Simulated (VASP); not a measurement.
A run of VASP 6.6.1 is set up as follows.

INCAR

```
PREC = Accurate ; ENCUT = 600
EDIFF = 1E-6 ; ISMEAR = 0
SIGMA = 0.05 ; LREAL = F
LASPH = T ; NELM = 120
ALGO = Normal ; ISIF = 2
LWAVE = F ; LCHARG = F
NBANDS = 16 ; GGA_COMPAT = F
```

KPOINTS

```
Automatic mesh
0
Gamma
  9 9 6
```

POSCAR

```
AlN
1.0
    3.4114792141      0.0000000000      0.0000000000
   -1.7057396070      2.9544276639      0.0000000000
    0.0000000000      0.0000000000      4.1247495550
Al N
2 2
Direct
    0.3333333333      0.6666666667      0.7500000000
    0.6666666667      0.3333333333      0.2500000000
    0.3333333333      0.6666666667      0.2500000000
    0.6666666667      0.3333333333      0.7500000000
```

Potentials or basis: VASP PAW LDA potentials, release 64 (Al, N).

The run is started by

```console
$ cat potpaw_LDA.64/Al/POTCAR potpaw_LDA.64/N/POTCAR > POTCAR
$ mpirun -np 1 vasp_std > vasp.out
```

(1) What does it give for the pressure?

(2) Estimate the band gap on the k mesh.

Answers

(1) -16.6 GPa.

(2) 3.10 eV, direct.

Caveat: the cell differs from its parent crystal (strain +0.030 along x and y, -0.015 along z).
